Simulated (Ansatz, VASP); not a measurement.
## SnO in VASP and in Ansatz

File INCAR:

```
SYSTEM = SnO
PREC = Accurate
ENCUT = 520
EDIFF = 1E-6
ISMEAR = 0
SIGMA = 0.15
LREAL = .FALSE.
LASPH = .TRUE.
NELM = 80
ALGO = Normal
ISIF = 2
LWAVE = .FALSE.
LCHARG = .FALSE.
GGA = CA
NBANDS = 28
```

KPOINTS

```
regular mesh
0
G
  12 12 10
  0 0 0
```

File POSCAR:

```
SnO
1.0
    3.9918442138      0.0000000000      0.0000000000
    0.0000000000      3.9918442138      0.0000000000
    0.0000000000      0.0000000000      4.6429140050
Sn O
2 2
Direct
    0.0000000000      0.5000000000      0.2457459271
    0.5000000000      0.0000000000      0.7542540729
    0.0000000000      0.0000000000      0.0000000000
    0.5000000000      0.5000000000      0.0000000000
```

Input for Ansatz:

```yaml
crystal:
  lattice:
    - [3.9918442138, 0.0, 0.0]
    - [0.0, 3.9918442138, 0.0]
    - [0.0, 0.0, 4.642914005]
  atoms:
    - { symbol: Sn, position: [0.0, 0.5, 0.2457459271] }
    - { symbol: Sn, position: [0.5, 0.0, 0.7542540729] }
    - { symbol: O, position: [0.0, 0.0, 0.0] }
    - { symbol: O, position: [0.5, 0.5, 0.0] }
basis:
  ecutwfc: 520.0
kpoints:
  mp_grid: { grid: [12, 12, 10] }
hamiltonian:
  xc: lda
scf:
  occupations: { method: gaussian, width: 0.15 }
output:
  forces: true
  stress: true
  eigenvalues: true
```

Alike in both runs: task single point; functional LDA; k mesh 12 × 12 × 10; occupations gaussian, width 0.15 eV; no spin polarisation.

|  | VASP | Ansatz |
| --- | --- | --- |
| version | VASP 6.6.1 | Ansatz 0.2.0 |
| potentials or method | VASP PAW LDA potentials, release 64 (Sn_d, O), cutoff 520 eV | scalar-relativistic, plane waves, PAW |
| valence electrons in the cell | 40 | 40 |

|  | VASP | Ansatz | Ansatz less VASP |
| --- | --- | --- | --- |
| gap on the k mesh at the Fermi level (eV) | 0.45 | 0.48 | +0.021 |
| least direct gap on the mesh (eV) | 1.76 | 1.79 | +0.029 |
| pressure (GPa) | -9.8 | -10.0 | -0.25 |
| traceless stress, the component that is largest in VASP (GPa) | 4.10 | 4.10 | +0.002 |
| rms of the force components (eV/Å) | 0.398 | 0.433 | +0.0355 |

LDA's correlation is that of Perdew and Zunger in VASP and of Perdew and Wang (1992) in Ansatz. Atom by atom the forces differ by 0.035 eV/Å (rms over components).
